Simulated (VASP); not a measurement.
# TmHOs (Cmmm) in VASP: notebook

Runs on TmHOs. Level: PBE. Tasks: relaxation of cell and atoms.

All numbers are computed with VASP 6.6.1; they aren't measurements. Logs are shortened: lines on timing, memory, paths and dates and some standing lists are left out, and cuts for length are marked.

## 1. The cell of the first run

Symmetry: Cmmm, No. 65, orthorhombic system. The conventional cell has a = 3.896 Å, b = 6.151 Å, c = 4.460 Å, α = 90.00°, β = 90.00°, γ = 90.00°. Tm (site symmetry mmm) has 2 Os at 2.23 Å and 4 H at 2.96 Å within 3.0 Å. Within 2.6 Å of H (site symmetry mmm) lie 2 Os at 1.95 Å. Within 2.6 Å of Os (site symmetry mmm) lie 2 H at 1.95 Å and 2 Tm at 2.23 Å.

The cell was generated, and may not be a known phase.

## 2. Relaxation of cell and atoms, PBE

INCAR reads:

```
SYSTEM = TmHOs
PREC     = Accurate       ! precision mode
ENCUT    = 600            ! plane-wave cutoff, eV
EDIFF    = 1E-7           ! SCF threshold, eV
ISMEAR   = 0              ! smearing method
SIGMA    = 0.2            ! smearing width, eV
LREAL    = .False.        ! projectors in reciprocal space
LASPH    = .True.         ! aspherical terms in the spheres
NELM     = 200            ! most SCF steps
ALGO     = Normal         ! electronic algorithm
ISIF     = 3              ! what is computed and relaxed
LWAVE    = .False.        ! write WAVECAR
LCHARG   = .False.        ! write CHGCAR
GGA      = PE             ! functional
IBRION   = 2              ! ionic algorithm
NSW      = 36             ! ionic steps
EDIFFG   = -0.08          ! ionic threshold
GGA_COMPAT= .False.      
NELMIN   = 4            
LMAXMIX  = 6              ! l up to which the mixer works
```

KPOINTS reads:

```
regular mesh
0
Gamma
  6 6 5
  0 0 0
```

POSCAR reads:

```
TmHOs
1.0
    1.9478819300     -3.0755109300      0.0000000000
    1.9478819300      3.0755109300      0.0000000000
    0.0000000000      0.0000000000      4.4602236300
Tm H Os
1 1 1
Direct
    0.0000000000      0.0000000000      0.5000000000
    0.5000000000      0.5000000000      0.0000000000
    0.0000000000      0.0000000000      0.0000000000
```

Potentials or basis: VASP PAW PBE potentials, release 64 (Tm_3, H, Os), 4f in core.

Command:

```bash
> cat potpaw_PBE.64/Tm_3/POTCAR potpaw_PBE.64/H/POTCAR potpaw_PBE.64/Os/POTCAR > POTCAR
> mpirun -np 1 vasp_std > vasp.out
```

OUTCAR:

```text
SYSTEM = TmHOs
   PREC = Accurate
   ENCUT = 600
   EDIFF = 1E-7
   ISMEAR = 0
   LREAL = .False.
   LASPH = .True.
   NELM = 200
   ISIF = 3
   GGA = PE
   IBRION = 2
   NSW = 36
   EDIFFG = -0.08
   NELMIN = 4

 ion  position               nearest neighbor table
   1  0.000  0.000  0.500-   3 2.23   3 2.23
   2  0.500  0.500  0.000-   3 1.95   3 1.95
   3  0.000  0.000  0.000-   2 1.95   2 1.95   1 2.23   1 2.23

  LATTYP: Found a base centered orthorhombic cell.
 ALAT       =     3.8957638600
 B/A-ratio  =     1.5789000774
 C/A-ratio  =     1.1448906531

  Lattice vectors:

 A1 = (   1.9478819300,  -3.0755109300,   0.0000000000)
 A2 = (   1.9478819300,   3.0755109300,   0.0000000000)
 A3 = (   0.0000000000,   0.0000000000,   4.4602236300)

Analysis of symmetry for initial positions (statically):
=====================================================================
 Subroutine PRICEL returns:
 Original cell was already a primitive cell.

 Routine SETGRP: Setting up the symmetry group for a
 base centered orthorhombic supercell.

 Subroutine GETGRP returns: Found  8 space group operations
 (whereof  8 operations were pure point group operations)
 out of a pool of  8 trial point group operations.

The static configuration has the point symmetry D_2h.

Analysis of symmetry for dynamics (positions and initial velocities):
=====================================================================
 Subroutine PRICEL returns:
 Original cell was already a primitive cell.

 Routine SETGRP: Setting up the symmetry group for a
 base centered orthorhombic supercell.

 Subroutine GETGRP returns: Found  8 space group operations
 (whereof  8 operations were pure point group operations)
 out of a pool of  8 trial point group operations.

The dynamic configuration has the point symmetry D_2h.

 Subroutine INISYM returns: Found  8 space group operations
 (whereof  8 operations are pure point group operations),
 and found     1 'primitive' translations

----------------------------------------------------------------------------------------

                                     Primitive cell

  volume of cell :      53.4400

  direct lattice vectors                    reciprocal lattice vectors
     1.947881930 -3.075510930  0.000000000     0.256689069 -0.162574613  0.000000000
     1.947881930  3.075510930  0.000000000     0.256689069  0.162574613  0.000000000
     0.000000000  0.000000000  4.460223630     0.000000000  0.000000000  0.224204005

  length of vectors
     3.640468582  3.640468582  4.460223630     0.303841708  0.303841708  0.224204005

  position of ions in fractional coordinates (direct lattice)
     0.000000000  0.000000000  0.500000000
     0.500000000  0.500000000  0.000000000
     0.000000000  0.000000000  0.000000000

  ion indices of the primitive-cell ions
   primitive index   ion index
                 1           1
                 2           2
                 3           3

----------------------------------------------------------------------------------------

 KPOINTS: regular mesh

Automatic generation of k-mesh.
 Grid dimensions read from file:
 generate k-points for:    6    6    5

 Generating k-lattice:

  Cartesian coordinates                     Fractional coordinates (reciprocal lattice)
     0.042781512 -0.027095769  0.000000000     0.166666667 -0.000000000  0.000000000
     0.042781512  0.027095769  0.000000000    -0.000000000  0.166666667  0.000000000
     0.000000000  0.000000000  0.044840801     0.000000000  0.000000000  0.200000000

  Length of vectors
     0.050640285  0.050640285  0.044840801

  Shift w.r.t. Gamma in fractional coordinates (k-lattice)
     0.000000000  0.000000000  0.000000000

 Subroutine IBZKPT returns following result:
 ===========================================

 Found     39 irreducible k-points:

 Following reciprocal coordinates:
            Coordinates               Weight
  0.000000  0.000000  0.000000      1.000000
  0.166667  0.000000  0.000000      4.000000
  0.333333 -0.000000  0.000000      4.000000
  0.500000  0.000000  0.000000      2.000000
  0.166667  0.166667  0.000000      2.000000
  0.333333  0.166667  0.000000      4.000000
[... 16 lines left out ...]
  0.333333  0.333333  0.200000      4.000000
  0.500000  0.333333  0.200000      8.000000
 [... further k-points ...]
   k-points           NKPTS =     39   k-points in BZ     NKDIM =     39   number of bands    NBANDS=     13
   number of dos      NEDOS =    301   number of ions     NIONS =      3
   total plane-waves  NPLWV =  32400
   dimension x,y,z NGX =    30 NGY =   30 NGZ =   36
   dimension x,y,z NGXF=    60 NGYF=   60 NGZF=   72
   ions per type =               1   1   1
   NGX,Y,Z   is equivalent  to a cutoff of  13.70, 13.70, 13.42 a.u.
   NGXF,Y,Z  is equivalent  to a cutoff of  27.40, 27.40, 26.84 a.u.
 SYSTEM =  TmHOs
   PREC   = accura    normal or accurate (medium, high low for compatibility)
   ISTART =      0    job   : 0-new  1-cont  2-samecut
   ICHARG =      2    charge: 1-file 2-atom 10-const
   ISPIN  =      1    spin polarized calculation?
   LNONCOLLINEAR =      F non collinear calculations
   LSORBIT =      F    spin-orbit coupling
   LASPH  =      T    aspherical Exc in radial PAW
   ENCUT  =  600.0 eV  44.10 Ry    6.64 a.u.   7.27  7.27  8.91*2*pi/ulx,y,z
   NELM   =    200;   NELMIN=  4; NELMDL= -5     # of ELM steps
   EDIFF  = 0.1E-06   stopping-criterion for ELM
   LREAL  =      F    real-space projection
   EDIFFG = -.8E-01   stopping-criterion for IOM
   NSW    =     36    number of steps for IOM
   IBRION =      2    ionic relax: 0-MD 1-quasi-New 2-CG
   NFREE  =      1    steps in history (QN), initial steepest desc. (CG)
   ISIF   =      3    stress and relaxation
   ISYM   =      2    0-nonsym 1-usesym 2-fastsym
   POTIM  = 0.5000    time-step for ionic-motion
   TEBEG  =    0.0;   TEEND  =   0.0 temperature during run
   PSTRESS=    0.0 pullay stress
   NELECT =      18.0000    total number of electrons
   NUPDOWN=      -1.0000    fix difference up-down
   EMIN   =  10.00;   EMAX   =-10.00  energy-range for DOS
   EFERMI =   0.00;   METHOD = LEGACY
   ISMEAR =     0;   SIGMA  =   0.20  broadening in eV -4-tet -1-fermi 0-gaus
   EFERMI_NEDOS =   21; number of points for ismear=-14 and -15
   IALGO  =     38    algorithm
   IMIX   =      4    mixing-type and parameters
     AMIX     =   0.40;   BMIX     =  1.00
     AMIX_MAG =   1.60;   BMIX_MAG =  1.00
  volume/ion in A,a.u.               =      17.81       120.21
  Fermi-wavevector in a.u.,A,eV,Ry     =   1.139052  2.152496 17.652730  1.297439
  Thomas-Fermi vector in A             =   2.275756
   LORBIT       =      0    0 simple, 1 ext, 2 COOP (PROOUT), +10 PAW based schemes
   GGA     = PE    functional components
   LHFCALC =     F    Hartree Fock is set to
   AEXX    =    0.0000 exact exchange contribution
   IVDW    =     0    specifies the selected vdW correction
   LEPSILON=     F    determine dielectric tensor
   LRPA    =     F    only Hartree local field effects (RPA)
 conjugate gradient relaxation of ions
 non-spin polarized calculation
 Gauss-broadening in eV      SIGMA  =   0.20
  energy-cutoff  :      600.00
  volume of cell :       53.44
 maximum number of plane-waves:      1800
 NGX is ok and might be reduce to    30
   NGX = 15   NGY = 15   NGZ = 17

--------------------------------------- Ionic step        1  -------------------------------------------

 number of electron      18.0000001 magnetization

 Free energy of the ion-electron system (eV)
  ---------------------------------------------------
  ext. energy  EPLUGINS =         0.00000000
  ---------------------------------------------------
  free energy    TOTEN  =       -14.20301476 eV

  energy without entropy =      -14.14955191  energy(sigma->0) =      -14.17628333

------------------------ aborting loop because EDIFF is reached ----------------------------------------

  FORCE on cell =-STRESS in cart. coord.  units (eV):
  Direction    XX          YY          ZZ          XY          YZ          ZX
  --------------------------------------------------------------------------------------
  -------------------------------------------------------------------------------------
  Total       -5.1227493     -2.5657510     22.2477087      0.0000000      0.0000000      0.0000000
  in kB     -153.5844155    -76.9234135    667.0053808      0.0000000      0.0000000      0.0000000
  external PRESSURE =     145.4991840 kB  Pullay stress =       0.0000000 kB
[... 866 lines left out ...]
 k-point    24 :       0.5000    0.3333    0.2000
  band No.  band energies     occupation
      1     -22.9804      2.00000
      2     -22.8504      2.00000
      3     -22.5866      2.00000
      4      -3.3511      2.00000
      5       0.2065      2.00000
      6       0.3722      2.00000
      7       1.1720      2.00000
      8       1.4772      2.00000
      9       2.7073      0.10039
     10       3.4249      0.00000
     11       4.3107      0.00000
     12       5.2907      0.00000
     13       6.1779      0.00000

 [... further k-points ...]

[... ionic steps 4 to 8 ...]

--------------------------------------- Ionic step        9  -------------------------------------------

 number of electron      18.0000000 magnetization

------------------------ aborting loop because EDIFF is reached ----------------------------------------

  FORCE on cell =-STRESS in cart. coord.  units (eV):
  Direction    XX          YY          ZZ          XY          YZ          ZX
  --------------------------------------------------------------------------------------
  -------------------------------------------------------------------------------------
  Total       -0.1726385     -0.2760384     -0.2001003     -0.0000000      0.0000000      0.0000000
  in kB       -5.8625803     -9.3739061     -6.7951458     -0.0000000      0.0000000      0.0000000
  external PRESSURE =      -7.3438774 kB  Pullay stress =       0.0000000 kB
[... 59 lines left out ...]
  energy  without entropy=      -16.8035451060  energy(sigma->0) =      -16.83712218

--------------------------------------- Ionic step       11  -------------------------------------------

 number of electron      18.0000000 magnetization

 Free energy of the ion-electron system (eV)
  ---------------------------------------------------
  ext. energy  EPLUGINS =         0.00000000
  ---------------------------------------------------
  free energy    TOTEN  =       -16.87171415 eV

  energy without entropy =      -16.80481621  energy(sigma->0) =      -16.83826518

 E-fermi :   4.1953     XC(G=0): -11.2159

 val. band max:        4.1830296595   @ k =   0.3333  -0.0000   0.2000
 cond. band min:       4.2272479570   @ k =   0.3333  -0.0000   0.0000
 fundamental gap:      0.0442182975
 Fermi energy:         4.1952977083

 k-point     1 :       0.0000    0.0000    0.0000
  band No.  band energies     occupation
      1     -20.6944      2.00000
      2     -20.3031      2.00000
      3     -20.1970      2.00000
      4      -4.9602      2.00000
      5      -0.1850      2.00000
      6       1.7965      2.00000
      7       1.9897      2.00000
      8       2.9929      2.00000
      9       3.7464      1.99850
     10       4.2590      0.65263
     11       4.7639      0.00006
     12       5.4526      0.00000
[... 399 lines left out ...]
  FREE ENERGIE OF THE ION-ELECTRON SYSTEM (eV)
  ---------------------------------------------------
  free  energy   TOTEN  =       -16.8717141537 eV

  energy  without entropy=      -16.8048162143  energy(sigma->0) =      -16.83826518

 reached required accuracy - stopping structural energy minimisation
```

Wall time 2.7 min (1 thread of Intel Xeon 6975P-C (Granite Rapids), shared host); peak memory 0.23 GiB.

What came out:

- Free energy: -16.8717 eV
- Relaxed volume: 15.60 Å³/atom
- Relaxed cell: a = 3.045 Å, b = 3.045 Å, c = 5.372 Å, α = 90.00°, β = 90.00°, γ = 110.03°
- Space group after relaxing (to 0.1 Å): Cmmm (No. 65)
- Energy gained by relaxing: 889.6 meV/atom
- Ionic steps: 11
- Pressure after relaxing: 0.0 GPa
- Band gap on the k mesh: zero (bands 9 and 10 overlap by 1.56 eV)

The path:
| step | energy change (eV) | largest force (eV/Å) | pressure (GPa) | volume (Å³) |
| --- | --- | --- | --- | --- |
| 1 | 0.0000 | 0.0000 | 14.55 | 53.44 |
| 2 | -1.5522 | 0.0000 | -14.78 | 63.83 |
| 3 | -1.9778 | 0.0000 | -11.23 | 59.93 |
| 4 | -1.9799 | 0.0000 | -10.74 | 59.69 |
| 5 | -2.4835 | 0.0000 | -3.60 | 51.03 |
| 6 | -2.4913 | 0.0000 | -2.10 | 50.07 |
| 7 | -2.6058 | 0.0000 | 0.63 | 47.63 |
| 8 | -2.6278 | 0.0000 | 2.83 | 46.25 |
| 9 | -2.6677 | 0.0000 | -0.73 | 47.18 |
| 10 | -2.6677 | 0.0000 | -0.67 | 47.16 |
| 11 | -2.6687 | 0.0000 | 0.02 | 46.79 |

Final structure:
```cif
data_structure
_symmetry_space_group_name_H-M 'P 1'
_symmetry_Int_Tables_number 1
_cell_length_a 3.0448
_cell_length_b 3.0448
_cell_length_c 5.3724
_cell_angle_alpha 90.000
_cell_angle_beta 90.000
_cell_angle_gamma 110.035
_cell_volume 46.79
loop_
_atom_site_label
_atom_site_type_symbol
_atom_site_fract_x
_atom_site_fract_y
_atom_site_fract_z
_atom_site_occupancy
Tm1 Tm 0.00000 0.00000 0.50000 1
H1 H 0.50000 0.50000 0.00000 1
Os1 Os 0.00000 0.00000 0.00000 1
```

Caveat: a cell axis changed by over 15 % at a fixed basis, so the end point is rough; spin-orbit coupling is left out, which moves the levels of the heavy elements; the 4f electrons are frozen in the core, so they carry no moment and show no levels. Spin polarisation is off, so any magnetic state and its effect on volume and gap are missing.

(Continued in part 2 of 2.)

The gap in the log of VASP goes by the Fermi energy; the results here count the filled bands.